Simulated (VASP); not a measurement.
# BN (P6_3/mmc) in VASP: single point with LDA

Aim: the single point of BN with LDA.

Everything below comes from runs of VASP 6.6.1. Logs are shortened: lines on timing, memory, paths and dates and some standing lists are left out, and cuts for length are marked.

## Step 1: The cell of the first run

It takes space group P6_3/mmc (No. 194, hexagonal). Conventional cell: a = 2.504 Å, b = 2.504 Å, c = 6.661 Å, α = 90.00°, β = 90.00°, γ = 120.00°. B (site symmetry -6m2) has 3 N at 1.45 Å within 1.9 Å. Within 1.9 Å of N (site symmetry -6m2) lie 3 B at 1.45 Å.

## Step 2: Single point, LDA, non-collinear spin, zero start, spin-orbit coupling

INCAR reads:

```
PREC = Accurate ; ENCUT = 600
EDIFF = 1E-6 ; ISMEAR = 0
SIGMA = 0.05 ; LREAL = F
LASPH = T ; NELM = 200
ALGO = Normal ; ISIF = 2
LWAVE = F ; LCHARG = F
MAGMOM = 0 0 0 0 0 0 0 0 0 0 0 0 ; LORBIT = 11
LSORBIT = T ; GGA_COMPAT = F
LORBMOM = T ; NBANDS = 30
```

KPOINTS reads:

```
Automatic mesh
0
Gamma
  15 15 5
```

POSCAR reads:

```
BN
1.0
    2.5039917043      0.0000000000      0.0000000000
   -1.2519958522      2.1685204268      0.0000000000
    0.0000000000      0.0000000000      6.6612000000
B N
2 2
Direct
    0.3333333333      0.6666666667      0.2500000000
    0.6666666667      0.3333333333      0.7500000000
    0.3333333333      0.6666666667      0.7500000000
    0.6666666667      0.3333333333      0.2500000000
```

Potentials or basis: VASP PAW LDA potentials, release 64 (B, N).

On the command line:

```
cat potpaw_LDA.64/B/POTCAR potpaw_LDA.64/N/POTCAR > POTCAR
mpirun -np 1 vasp_ncl > vasp.out
```

OUTCAR:

```text
PREC = Accurate
   ENCUT = 600
   EDIFF = 1E-6
   ISMEAR = 0
   LREAL = F
   LASPH = T
   NELM = 200
   ISIF = 2
   LORBIT = 11
   LSORBIT = T

 ion  position               nearest neighbor table
   1  0.333  0.667  0.250-   4 1.45   4 1.45   4 1.45
   2  0.667  0.333  0.750-   3 1.45   3 1.45   3 1.45
   3  0.333  0.667  0.750-   2 1.45   2 1.45   2 1.45
   4  0.667  0.333  0.250-   1 1.45   1 1.45   1 1.45

  LATTYP: Found a hexagonal cell.
 ALAT       =     2.5039917043
 C/A-ratio  =     2.6602324555

  Lattice vectors:

 A1 = (   2.5039917043,   0.0000000000,   0.0000000000)
 A2 = (  -1.2519958522,   2.1685204268,   0.0000000000)
 A3 = (   0.0000000000,   0.0000000000,   6.6612000000)

Analysis of symmetry for initial positions (statically):
=====================================================================
 Subroutine PRICEL returns:
 Original cell was already a primitive cell.

 Routine SETGRP: Setting up the symmetry group for a
 hexagonal supercell.

 Subroutine GETGRP returns: Found 24 space group operations
 (whereof 12 operations were pure point group operations)
 out of a pool of 24 trial point group operations.

The static configuration has the point symmetry D_3d.
 The point group associated with its full space group is D_6h.

Analysis of symmetry for dynamics (positions and initial velocities):
=====================================================================
 Subroutine PRICEL returns:
 Original cell was already a primitive cell.

 Routine SETGRP: Setting up the symmetry group for a
 hexagonal supercell.

 Subroutine GETGRP returns: Found 24 space group operations
 (whereof 12 operations were pure point group operations)
 out of a pool of 24 trial point group operations.

The dynamic configuration has the point symmetry D_3d.
 The point group associated with its full space group is D_6h.

Analysis of structural, dynamic, and magnetic symmetry:
=====================================================================
 Subroutine PRICEL returns:
 Original cell was already a primitive cell.

 Routine SETGRP: Setting up the symmetry group for a
 hexagonal supercell.

 Subroutine GETGRP returns: Found 24 space group operations
 (whereof 12 operations were pure point group operations)
 out of a pool of 24 trial point group operations.

The overall configuration has the point symmetry D_3d.
 The point group associated with its full space group is D_6h.

 Subroutine INISYM returns: Found 24 space group operations
 (whereof 12 operations are pure point group operations),
 and found     1 'primitive' translations

----------------------------------------------------------------------------------------

                                     Primitive cell

  volume of cell :      36.1700

  direct lattice vectors                    reciprocal lattice vectors
     2.503991704  0.000000000  0.000000000     0.399362345  0.230571958  0.000000000
    -1.251995852  2.168520427  0.000000000     0.000000000  0.461143915  0.000000000
     0.000000000  0.000000000  6.661200000     0.000000000  0.000000000  0.150123101

  length of vectors
     2.503991704  2.503991704  6.661200000     0.461143915  0.461143915  0.150123101

  position of ions in fractional coordinates (direct lattice)
     0.333333333  0.666666667  0.250000000
     0.666666667  0.333333333  0.750000000
     0.333333333  0.666666667  0.750000000
     0.666666667  0.333333333  0.250000000

  ion indices of the primitive-cell ions
   primitive index   ion index
                 1           1
                 2           2
                 3           3
                 4           4

----------------------------------------------------------------------------------------

 KPOINTS: Automatic mesh

Automatic generation of k-mesh.
 Grid dimensions read from file:
 generate k-points for:   15   15    5

 Generating k-lattice:

  Cartesian coordinates                     Fractional coordinates (reciprocal lattice)
     0.026624156  0.015371464  0.000000000     0.066666667 -0.000000000  0.000000000
     0.000000000  0.030742928  0.000000000     0.000000000  0.066666667  0.000000000
     0.000000000  0.000000000  0.030024620     0.000000000  0.000000000  0.200000000

  Length of vectors
     0.030742928  0.030742928  0.030024620

  Shift w.r.t. Gamma in fractional coordinates (k-lattice)
     0.000000000  0.000000000  0.000000000

 Subroutine IBZKPT returns following result:
 ===========================================

 Found     81 irreducible k-points:

 Following reciprocal coordinates:
            Coordinates               Weight
  0.000000  0.000000  0.000000      1.000000
  0.066667  0.000000  0.000000      6.000000
  0.133333  0.000000  0.000000      6.000000
  0.200000  0.000000  0.000000      6.000000
  0.266667  0.000000  0.000000      6.000000
[... 52 lines left out ...]
   EFERMI =   0.00;   METHOD = LEGACY
   ISMEAR =     0;   SIGMA  =   0.05  broadening in eV -4-tet -1-fermi 0-gaus
   EFERMI_NEDOS =   21; number of points for ismear=-14 and -15
   IALGO  =     38    algorithm
   IMIX   =      4    mixing-type and parameters
     AMIX     =   0.40;   BMIX     =  1.00
     AMIX_MAG =   1.60;   BMIX_MAG =  1.00
  volume/ion in A,a.u.               =       9.04        61.02
  Fermi-wavevector in a.u.,A,eV,Ry     =   1.247379  2.357205 21.170055  1.555955
  Thomas-Fermi vector in A             =   2.381514
   LORBIT       =     11    0 simple, 1 ext, 2 COOP (PROOUT), +10 PAW based schemes
   GGA     = CA    functional components
   LHFCALC =     F    Hartree Fock is set to
   AEXX    =    0.0000 exact exchange contribution
   IVDW    =     0    specifies the selected vdW correction
   LEPSILON=     F    determine dielectric tensor
   LRPA    =     F    only Hartree local field effects (RPA)
 Gauss-broadening in eV      SIGMA  =   0.05
  energy-cutoff  :      600.00
  volume of cell :       36.17
 maximum number of plane-waves:      2484
 NGX is ok and might be reduce to    20
   NGX =  9   NGY =  9   NGZ = 27

 number of electron      16.0000003 magnetization      -0.0000000     -0.0000000     -0.0000000

 number of electron      16.0000002 magnetization       0.0000000      0.0000000     -0.0000000

 number of electron      16.0000002 magnetization      -0.0000000     -0.0000000      0.0000000

 number of electron      16.0000002 magnetization       0.0000000      0.0000000      0.0000000

 Free energy of the ion-electron system (eV)
  ---------------------------------------------------
  ext. energy  EPLUGINS =         0.00000000
  ---------------------------------------------------
  free energy    TOTEN  =       -38.57677208 eV

  energy without entropy =      -38.57677208  energy(sigma->0) =      -38.57677208

 E-fermi :   2.4476     XC(G=0): -10.5011

 val. band max:        2.1494937918   @ k =   0.3333   0.2667   0.0000
 cond. band min:       6.2481605779   @ k =   0.4667   0.0667   0.0000
 fundamental gap:      4.0986667861
 Fermi energy:         2.4475778397

 k-point     1 :       0.0000    0.0000    0.0000
  band No.  band energies     occupation
      1     -15.4661      1.00000
      2     -15.4661      1.00000
      3     -15.1584      1.00000
      4     -15.1584      1.00000
      5      -4.1973      1.00000
      6      -4.1973      1.00000
[... 733 lines left out ...]
     27      14.8849      0.00000
     28      14.8849      0.00000

 [... further k-points ...]

 [bands above 28 left out]

------------------------ aborting loop because EDIFF is reached ----------------------------------------

  FORCE on cell =-STRESS in cart. coord.  units (eV):
  Direction    XX          YY          ZZ          XY          YZ          ZX
  --------------------------------------------------------------------------------------
  -------------------------------------------------------------------------------------
  Total       -1.3633589     -1.3633589     -0.1974665      0.0000000      0.0000000      0.0000000
  in kB      -60.3909550    -60.3909550     -8.7469177      0.0000000      0.0000000      0.0000000
  external PRESSURE =     -43.1762759 kB  Pullay stress =       0.0000000 kB

 VOLUME and BASIS-vectors are now :
 -----------------------------------------------------------------------------
  energy-cutoff  :      600.00
  volume of cell :       36.17
      direct lattice vectors                 reciprocal lattice vectors
     2.503991704  0.000000000  0.000000000     0.399362345  0.230571958  0.000000000
    -1.251995852  2.168520427  0.000000000     0.000000000  0.461143915  0.000000000
     0.000000000  0.000000000  6.661200000     0.000000000  0.000000000  0.150123101

 POSITION                                       TOTAL-FORCE (eV/Angst)
 -----------------------------------------------------------------------------------
     -0.00000      1.44568      1.66530        -0.000000      0.000000     -0.000000
      1.25200      0.72284      4.99590         0.000000     -0.000000      0.000000
     -0.00000      1.44568      4.99590        -0.000000      0.000000     -0.000000
      1.25200      0.72284      1.66530         0.000000      0.000000      0.000000
 -----------------------------------------------------------------------------------
    total drift:                                0.000000      0.000000     -0.000000

  FREE ENERGIE OF THE ION-ELECTRON SYSTEM (eV)
  ---------------------------------------------------
  free  energy   TOTEN  =       -38.5767720761 eV

  energy  without entropy=      -38.5767720761  energy(sigma->0) =      -38.57677208

 orbital moment (x)

 # of ion     p       tot
 --------------------------------
  1         0.000   0.000
  2         0.000   0.000
  3        -0.000  -0.000
  4        -0.000  -0.000
 --------------------------------
           -0.000  -0.000

 orbital moment (y)

 # of ion     p       tot
 --------------------------------
  1         0.000   0.000
  2        -0.000  -0.000
  3        -0.000  -0.000
  4        -0.000  -0.000
 --------------------------------
           -0.000  -0.000

 orbital moment (z)

 # of ion     p       tot
 --------------------------------
  1        -0.000  -0.000
  2        -0.000  -0.000
  3         0.000   0.000
  4         0.000   0.000
 --------------------------------
           -0.000  -0.000

 Spin-Orbit-Coupling matrix elements

 Ion:    1  E_soc:     -0.0000037
 l=   1
     0.0000000    -0.0000007    -0.0000006
    -0.0000007     0.0000000    -0.0000007
    -0.0000006    -0.0000007     0.0000000
 l=   2
     0.0000000     0.0000000     0.0000000     0.0000000     0.0000000
     0.0000000     0.0000000     0.0000000     0.0000000     0.0000000
     0.0000000     0.0000000     0.0000000     0.0000000     0.0000000
     0.0000000     0.0000000     0.0000000     0.0000000     0.0000000
     0.0000000     0.0000000     0.0000000     0.0000000     0.0000000
 l=   3
     0.0000000     0.0000000     0.0000000     0.0000000     0.0000000     0.0000000     0.0000000
     0.0000000     0.0000000     0.0000000     0.0000000     0.0000000     0.0000000     0.0000000
     0.0000000     0.0000000     0.0000000     0.0000000     0.0000000     0.0000000     0.0000000
     0.0000000     0.0000000     0.0000000     0.0000000     0.0000000     0.0000000     0.0000000
[... 49 lines left out ...]
 l=   2
     0.0000000     0.0000000     0.0000000     0.0000000     0.0000000
     0.0000000     0.0000000     0.0000000     0.0000000     0.0000000
     0.0000000     0.0000000     0.0000000     0.0000000     0.0000000
     0.0000000     0.0000000     0.0000000     0.0000000     0.0000000
     0.0000000     0.0000000     0.0000000     0.0000000     0.0000000
 l=   3
     0.0000000     0.0000000     0.0000000     0.0000000     0.0000000     0.0000000     0.0000000
     0.0000000     0.0000000     0.0000000     0.0000000     0.0000000     0.0000000     0.0000000
     0.0000000     0.0000000     0.0000000     0.0000000     0.0000000     0.0000000     0.0000000
     0.0000000     0.0000000     0.0000000     0.0000000     0.0000000     0.0000000     0.0000000
     0.0000000     0.0000000     0.0000000     0.0000000     0.0000000     0.0000000     0.0000000
     0.0000000     0.0000000     0.0000000     0.0000000     0.0000000     0.0000000     0.0000000
     0.0000000     0.0000000     0.0000000     0.0000000     0.0000000     0.0000000     0.0000000

 total charge

# of ion       s       p       d       tot
------------------------------------------
    1        0.740   1.437   0.000   2.177
    2        0.740   1.437   0.000   2.177
    3        1.211   2.763   0.000   3.974
    4        1.211   2.763   0.000   3.974
--------------------------------------------------
tot          3.901   8.401   0.000  12.302

 magnetization (x)

# of ion       s       p       d       tot
------------------------------------------
    1       -0.000   0.000   0.000  -0.000
    2       -0.000   0.000   0.000  -0.000
    3       -0.000   0.000   0.000   0.000
    4       -0.000  -0.000   0.000  -0.000
--------------------------------------------------
tot         -0.000   0.000   0.000  -0.000

 magnetization (y)

# of ion       s       p       d       tot
------------------------------------------
    1       -0.000   0.000   0.000  -0.000
    2        0.000   0.000   0.000   0.000
    3       -0.000  -0.000   0.000  -0.000
    4       -0.000  -0.000   0.000  -0.000
--------------------------------------------------
tot         -0.000  -0.000   0.000  -0.000

 magnetization (z)

# of ion       s       p       d       tot
------------------------------------------
    1        0.000   0.000   0.000   0.000
    2        0.000   0.000   0.000   0.000
    3        0.000   0.000   0.000   0.000
    4        0.000   0.000   0.000   0.000
--------------------------------------------------
tot          0.000   0.000   0.000   0.000
```

Wall time 80 s (1 thread of Intel Xeon 6975P-C (Granite Rapids), shared host); peak memory 0.3 GiB.

Results:

- Free energy: -38.5768 eV
- Pressure: -4.3 GPa
- Net moment: 0.00 μB per cell
- Valence electrons inside the program's atomic spheres: B 2.18; N 3.97

Moments on the atoms (μB; x, y, z):
```
B   0.00 0.00 0.00
B   0.00 0.00 0.00
N   0.00 0.00 0.00
N   0.00 0.00 0.00
```

Caveat: the stress differs along the axes, from -6 to -1 GPa.
